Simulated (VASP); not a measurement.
# MgO (P1) in VASP: single point with PBEsol

Aim: the single point of MgO with PBEsol.

All numbers are computed with VASP 6.6.1; they aren't measurements. Logs are shortened: lines on timing, memory, paths and dates and some standing lists are left out, and cuts for length are marked.

### Step 1. The cell of the first run

The typed cell holds 4 atoms: a = 3.308 Å, b = 3.308 Å, c = 4.983 Å, α = 90.00°, β = 90.00°, γ = 120.00°.

### Step 2. Single point, PBEsol (one atom moved)

The input, INCAR:

```
SYSTEM = MgO
ALGO = Normal
EDIFF = 1E-6
ENCUT = 520
GGA = PS
ISIF = 2
ISMEAR = 0
LASPH = .TRUE.
LCHARG = .TRUE.
LELF = .TRUE.
LREAL = .FALSE.
LVHAR = .TRUE.
LWAVE = .FALSE.
NBANDS = 16
NELM = 80
PREC = Accurate
SIGMA = 0.02
```

The input, KPOINTS:

```
k-points
0
G
  9 9 6
  0 0 0
```

The input, POSCAR:

```
MgO
1.0
    3.3077869865      0.0000000000      0.0000000000
   -1.6538934933      2.8646275606      0.0000000000
    0.0000000000      0.0000000000      4.9828816700
Mg O
2 2
Direct
    0.3333333300      0.6666666700      0.0021597400
    0.6273750503      0.2118271332      0.5262722933
    0.3333333300      0.6666666700      0.4024402600
    0.6666666700      0.3333333300      0.9024402600
```

Potentials or basis: VASP PAW PBE potentials, release 64 (Mg, O).

Command:

```bash
$ cat potpaw_PBE.64/Mg/POTCAR potpaw_PBE.64/O/POTCAR > POTCAR
$ mpirun -np 1 vasp_std > vasp.out
```

OUTCAR:

```text
SYSTEM = MgO
   EDIFF = 1E-6
   ENCUT = 520
   GGA = PS
   ISIF = 2
   ISMEAR = 0
   LASPH = .TRUE.
   LREAL = .FALSE.
   NELM = 80
   PREC = Accurate

 ion  position               nearest neighbor table
   1  0.333  0.667  0.002-   4 1.97   4 1.97   4 1.97   3 1.99   2 2.84   2 3.04   2 3.13   2 3.21
                             2 3.32   2 3.39
   2  0.627  0.212  0.526-   3 1.68   4 1.91   3 2.14   3 2.25   1 2.84   1 3.04   1 3.13   1 3.21
                             1 3.32   1 3.39
   3  0.333  0.667  0.402-   2 1.68   1 1.99   2 2.14   2 2.25
   4  0.667  0.333  0.902-   2 1.91   1 1.97   1 1.97   1 1.97

  LATTYP: Found a hexagonal cell.
 ALAT       =     3.3077869865
 C/A-ratio  =     1.5064094787

  Lattice vectors:

 A1 = (   3.3077869865,   0.0000000000,   0.0000000000)
 A2 = (  -1.6538934933,   2.8646275606,   0.0000000000)
 A3 = (   0.0000000000,   0.0000000000,   4.9828816700)

Analysis of symmetry for initial positions (statically):
=====================================================================
 Subroutine PRICEL returns:
 Original cell was already a primitive cell.

 Routine SETGRP: Setting up the symmetry group for a
 hexagonal supercell.

 Subroutine GETGRP returns: Found  1 space group operations
 (whereof  1 operations were pure point group operations)
 out of a pool of 24 trial point group operations.

The static configuration has the point symmetry C_1 .

Analysis of symmetry for dynamics (positions and initial velocities):
=====================================================================
 Subroutine PRICEL returns:
 Original cell was already a primitive cell.

 Routine SETGRP: Setting up the symmetry group for a
 hexagonal supercell.

 Subroutine GETGRP returns: Found  1 space group operations
 (whereof  1 operations were pure point group operations)
 out of a pool of 24 trial point group operations.

The dynamic configuration has the point symmetry C_1 .

 Subroutine INISYM returns: Found  1 space group operations
 (whereof  1 operations are pure point group operations),
 and found     1 'primitive' translations

----------------------------------------------------------------------------------------

                                     Primitive cell

  volume of cell :      47.2157

  direct lattice vectors                    reciprocal lattice vectors
     3.307786987  0.000000000  0.000000000     0.302316928  0.174542760  0.000000000
    -1.653893493  2.864627561  0.000000000     0.000000000  0.349085519  0.000000000
     0.000000000  0.000000000  4.982881670     0.000000000  0.000000000  0.200687086

  length of vectors
     3.307786987  3.307786987  4.982881670     0.349085519  0.349085519  0.200687086

  position of ions in fractional coordinates (direct lattice)
     0.333333330  0.666666670  0.002159740
     0.627375050  0.211827133  0.526272293
     0.333333330  0.666666670  0.402440260
     0.666666670  0.333333330  0.902440260

  ion indices of the primitive-cell ions
   primitive index   ion index
                 1           1
                 2           2
                 3           3
                 4           4

----------------------------------------------------------------------------------------

 KPOINTS: k-points

Automatic generation of k-mesh.
 Grid dimensions read from file:
 generate k-points for:    9    9    6

 Generating k-lattice:

  Cartesian coordinates                     Fractional coordinates (reciprocal lattice)
     0.033590770  0.019393640  0.000000000     0.111111111 -0.000000000  0.000000000
     0.000000000  0.038787280  0.000000000     0.000000000  0.111111111  0.000000000
     0.000000000  0.000000000  0.033447848     0.000000000  0.000000000  0.166666667

  Length of vectors
     0.038787280  0.038787280  0.033447848

  Shift w.r.t. Gamma in fractional coordinates (k-lattice)
     0.000000000  0.000000000  0.000000000

 Subroutine IBZKPT returns following result:
 ===========================================

 Found    244 irreducible k-points:

 Following reciprocal coordinates:
            Coordinates               Weight
  0.000000  0.000000  0.000000      1.000000
  0.111111  0.000000  0.000000      2.000000
  0.000000  0.111111  0.000000      2.000000
 -0.111111  0.111111  0.000000      2.000000
  0.222222  0.000000  0.000000      2.000000
  0.000000  0.222222  0.000000      2.000000
[... 16 lines left out ...]
  0.333333  0.111111  0.000000      2.000000
 -0.111111  0.444444  0.000000      2.000000
 [... further k-points ...]
   k-points           NKPTS =    244   k-points in BZ     NKDIM =    244   number of bands    NBANDS=     16
   number of dos      NEDOS =    301   number of ions     NIONS =      4
   total plane-waves  NPLWV =  31360
   dimension x,y,z NGX =    28 NGY =   28 NGZ =   40
   dimension x,y,z NGXF=    56 NGYF=   56 NGZF=   80
   ions per type =               2   2
   NGX,Y,Z   is equivalent  to a cutoff of  14.07, 14.07, 13.35 a.u.
   NGXF,Y,Z  is equivalent  to a cutoff of  28.15, 28.15, 26.69 a.u.
 SYSTEM =  MgO
   PREC   = accura    normal or accurate (medium, high low for compatibility)
   ISTART =      0    job   : 0-new  1-cont  2-samecut
   ICHARG =      2    charge: 1-file 2-atom 10-const
   ISPIN  =      1    spin polarized calculation?
   LNONCOLLINEAR =      F non collinear calculations
   LSORBIT =      F    spin-orbit coupling
   LASPH  =      T    aspherical Exc in radial PAW
   ENCUT  =  520.0 eV  38.22 Ry    6.18 a.u.   6.15  6.15  9.26*2*pi/ulx,y,z
   NELM   =     80;   NELMIN=  2; NELMDL= -5     # of ELM steps
   EDIFF  = 0.1E-05   stopping-criterion for ELM
   LREAL  =      F    real-space projection
   EDIFFG = 0.1E-04   stopping-criterion for IOM
   NSW    =      0    number of steps for IOM
   IBRION =     -1    ionic relax: 0-MD 1-quasi-New 2-CG
   NFREE  =      0    steps in history (QN), initial steepest desc. (CG)
   ISIF   =      2    stress and relaxation
   ISYM   =      2    0-nonsym 1-usesym 2-fastsym
   POTIM  = 0.5000    time-step for ionic-motion
   TEBEG  =    0.0;   TEEND  =   0.0 temperature during run
   PSTRESS=    0.0 pullay stress
   NELECT =      16.0000    total number of electrons
   NUPDOWN=      -1.0000    fix difference up-down
   EMIN   =  10.00;   EMAX   =-10.00  energy-range for DOS
   EFERMI =   0.00;   METHOD = LEGACY
   ISMEAR =     0;   SIGMA  =   0.02  broadening in eV -4-tet -1-fermi 0-gaus
   EFERMI_NEDOS =   21; number of points for ismear=-14 and -15
   IALGO  =     38    algorithm
   IMIX   =      4    mixing-type and parameters
     AMIX     =   0.40;   BMIX     =  1.00
     AMIX_MAG =   1.60;   BMIX_MAG =  1.00
  volume/ion in A,a.u.               =      11.80        79.66
  Fermi-wavevector in a.u.,A,eV,Ry     =   1.141351  2.156842 17.724080  1.302683
  Thomas-Fermi vector in A             =   2.278052
   LORBIT       =      0    0 simple, 1 ext, 2 COOP (PROOUT), +10 PAW based schemes
   GGA     = PS    functional components
   LHFCALC =     F    Hartree Fock is set to
   AEXX    =    0.0000 exact exchange contribution
   IVDW    =     0    specifies the selected vdW correction
   LEPSILON=     F    determine dielectric tensor
   LRPA    =     F    only Hartree local field effects (RPA)
 non-spin polarized calculation
 Gauss-broadening in eV      SIGMA  =   0.02
  energy-cutoff  :      520.00
  volume of cell :       47.22
 maximum number of plane-waves:      1303
 NGX is ok and might be reduce to    28
   NGX = 13   NGY = 13   NGZ = 19

 number of electron      15.9999997 magnetization

 Free energy of the ion-electron system (eV)
  ---------------------------------------------------
  ext. energy  EPLUGINS =         0.00000000
  ---------------------------------------------------
  free energy    TOTEN  =       -23.64146185 eV

  energy without entropy =      -23.64146185  energy(sigma->0) =      -23.64146185

 E-fermi :   1.1285     XC(G=0):  -9.9604

 val. band max:        0.9962359160   @ k =   0.0000   0.0000   0.0000
 cond. band min:       4.2712920796   @ k =   0.0000   0.0000   0.0000
 fundamental gap:      3.2750561636
 Fermi energy:         1.1285243337

 k-point     1 :       0.0000    0.0000    0.0000
  band No.  band energies     occupation
      1     -15.2577      2.00000
      2     -14.2978      2.00000
      3      -2.3201      2.00000
      4       0.0718      2.00000
      5       0.1130      2.00000
      6       0.5725      2.00000
[... 8 lines left out ...]
     15      17.2757      0.00000
     16      17.4953      0.00000

 k-point     2 :       0.1111    0.0000    0.0000
  band No.  band energies     occupation
      1     -15.1979      2.00000
      2     -14.2748      2.00000
      3      -2.2007      2.00000
      4      -0.2349      2.00000
      5       0.0166      2.00000
      6       0.3690      2.00000
[... 8 lines left out ...]
     15      17.0725      0.00000
     16      17.6683      0.00000

 k-point     3 :       0.0000    0.1111    0.0000
  band No.  band energies     occupation
      1     -15.1967      2.00000
      2     -14.2751      2.00000
      3      -2.2009      2.00000
      4      -0.2422      2.00000
      5       0.0539      2.00000
      6       0.2414      2.00000
[... 8 lines left out ...]
     15      17.1401      0.00000
     16      17.2648      0.00000

 k-point     4 :      -0.1111    0.1111    0.0000
  band No.  band energies     occupation
      1     -15.1982      2.00000
      2     -14.2755      2.00000
      3      -2.2011      2.00000
      4      -0.2420      2.00000
      5       0.0204      2.00000
      6       0.4525      2.00000
[... 8 lines left out ...]
     15      17.1492      0.00000
     16      17.6042      0.00000
[... 324 lines left out ...]
 k-point    22 :       0.3333   -0.1111    0.0000
  band No.  band energies     occupation
      1     -14.9120      2.00000
      2     -14.1838      2.00000
      3      -1.5892      2.00000
      4      -1.3779      2.00000
      5      -0.6253      2.00000
      6      -0.1467      2.00000
[... 8 lines left out ...]
     15      15.5679      0.00000
     16      17.0486      0.00000

 k-point    23 :       0.3333    0.1111    0.0000
  band No.  band energies     occupation
      1     -14.7338      2.00000
      2     -14.1468      2.00000
      3      -1.9589      2.00000
      4      -1.0606      2.00000
      5      -0.9101      2.00000
      6      -0.4350      2.00000
[... 8 lines left out ...]
     15      15.0366      0.00000
     16      16.6334      0.00000

 k-point    24 :      -0.1111    0.4444    0.0000
  band No.  band energies     occupation
      1     -14.7250      2.00000
      2     -14.1528      2.00000
      3      -1.9280      2.00000
      4      -1.1357      2.00000
      5      -0.9554      2.00000
      6      -0.4033      2.00000
[... 8 lines left out ...]
     15      14.9941      0.00000
     16      16.6456      0.00000

 [... further k-points ...]
[... 5 lines left out ...]
  --------------------------------------------------------------------------------------
  -------------------------------------------------------------------------------------
  Total       -1.4938777      6.0262233      2.4567532      0.4611266      3.0115243      0.0829993
  in kB      -50.6919925    204.4888013     83.3653991     15.6474817    102.1905379      2.8164274
  external PRESSURE =      79.0540693 kB  Pullay stress =       0.0000000 kB

 VOLUME and BASIS-vectors are now :
 -----------------------------------------------------------------------------
  energy-cutoff  :      520.00
  volume of cell :       47.22
      direct lattice vectors                 reciprocal lattice vectors
     3.307786987  0.000000000  0.000000000     0.302316928  0.174542760  0.000000000
    -1.653893493  2.864627561  0.000000000     0.000000000  0.349085519  0.000000000
     0.000000000  0.000000000  4.982881670     0.000000000  0.000000000  0.200687086

 POSITION                                       TOTAL-FORCE (eV/Angst)
 -----------------------------------------------------------------------------------
     -0.00000      1.90975      0.01076         0.004542     -0.295505      0.771335
      1.72488      0.60681      2.62235         0.096093      5.932042      0.088537
     -0.00000      1.90975      2.00531        -0.125354     -5.459846     -1.189442
      1.65389      0.95488      4.49675         0.024720     -0.176691      0.329570
 -----------------------------------------------------------------------------------
    total drift:                                0.000112     -0.001926      0.000786

  FREE ENERGIE OF THE ION-ELECTRON SYSTEM (eV)
  ---------------------------------------------------
  free  energy   TOTEN  =       -23.6414618495 eV

  energy  without entropy=      -23.6414618495  energy(sigma->0) =      -23.64146185
```

Run time: 2.8 min. Hardware: 1 thread of Intel Xeon Platinum 8259CL at 2.50GHz (Skylake/Cascade Lake), shared host; peak memory 0.3 GiB.

What came out:

| Quantity | Value |
| --- | --- |
| Free energy | -23.6415 eV |
| Pressure | 7.9 GPa |
| Largest force | 5.933 eV/Å |
| Band gap on the k mesh | 3.28 eV |

Forces in eV/Å, atoms in the order of the input:
```
Mg   0.005 -0.296  0.771
Mg   0.096  5.932  0.089
O   -0.125 -5.460 -1.189
O    0.025 -0.177  0.330
```

Caveat: the cell differs from its parent crystal (one atom moved); the cell stands under pressure; the PAW data sets were made with another functional, which shifts forces and pressure a little; an odd mesh through Γ misses points on the zone boundary, where band edges can lie.
